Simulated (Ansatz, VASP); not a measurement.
Two plane-wave programs on HgTe

INCAR

```
PREC     = Accurate       # precision mode
ENCUT    = 520            # plane-wave cutoff, eV
EDIFF    = 1E-6           # SCF threshold, eV
ISMEAR   = 0              # smearing method
SIGMA    = 0.15           # smearing width, eV
LREAL    = False          # projectors in reciprocal space
LASPH    = True           # aspherical terms in the spheres
NELM     = 100            # most SCF steps
ALGO     = Normal         # electronic algorithm
ISIF     = 2              # what is computed and relaxed
LWAVE    = False          # write WAVECAR
LCHARG   = True           # write CHGCAR
GGA      = PS             # functional
LELF     = True           # ELF
LVHAR    = True         
NBANDS   = 16             # bands
```

The input KPOINTS:

```
regular mesh
0
Gamma
  18 18 18
```

File POSCAR:

```
HgTe
1.0
   -2.8660221527      2.8660221527      1.7609531926
    2.8660221527     -2.8660221527      1.7609531926
    2.8660221527      2.8660221527     -1.7609531926
Hg Te
1 1
Direct
    0.2500000000      0.7500000000      0.5000000000
    0.0000000000      0.0000000000      0.0000000000
```

Input for Ansatz:

```yaml
crystal:
  lattice:
    - [-2.8660221527, 2.8660221527, 1.7609531926]
    - [2.8660221527, -2.8660221527, 1.7609531926]
    - [2.8660221527, 2.8660221527, -1.7609531926]
  atoms:
    - { symbol: Hg, position: [0.25, 0.75, 0.5] }
    - { symbol: Te, position: [0.0, 0.0, 0.0] }
basis:
  ecutwfc: 420
kpoints:
  mp_grid: { grid: [18, 18, 18] }
hamiltonian:
  xc: pbesol
scf:
  occupations: { method: gaussian, width: 0.15 }
output:
  forces: true
  stress: true
  eigenvalues: true
```

Alike in both runs: task single point; functional PBEsol; k mesh 18 × 18 × 18; occupations gaussian, width 0.15 eV; no spin polarisation.

|  | VASP | Ansatz |
| --- | --- | --- |
| version | VASP 6.6.1 | Ansatz 0.2.0 |
| potentials or method | VASP PAW PBE potentials, release 64 (Hg, Te), cutoff 520 eV | scalar-relativistic, plane waves, PAW |
| valence electrons in the cell | 18 | 36 |

|  | VASP | Ansatz | Ansatz less VASP |
| --- | --- | --- | --- |
| gap on the k mesh at the Fermi level (eV) | none | none | - |
| pressure (GPa) | -2.8 | -2.9 | -0.11 |
| traceless stress, the component that is largest in VASP (GPa) | -1.27 | -1.18 | +0.087 |

VASP's potentials were made for PBE, not for PBEsol. A gap of «none» marks a metal or a gap that the smearing closes. VASP's potentials hold 18 valence electrons a cell and Ansatz's 36, so a difference there can come from the potentials and not from the codes.

Spin-orbit coupling is off throughout.
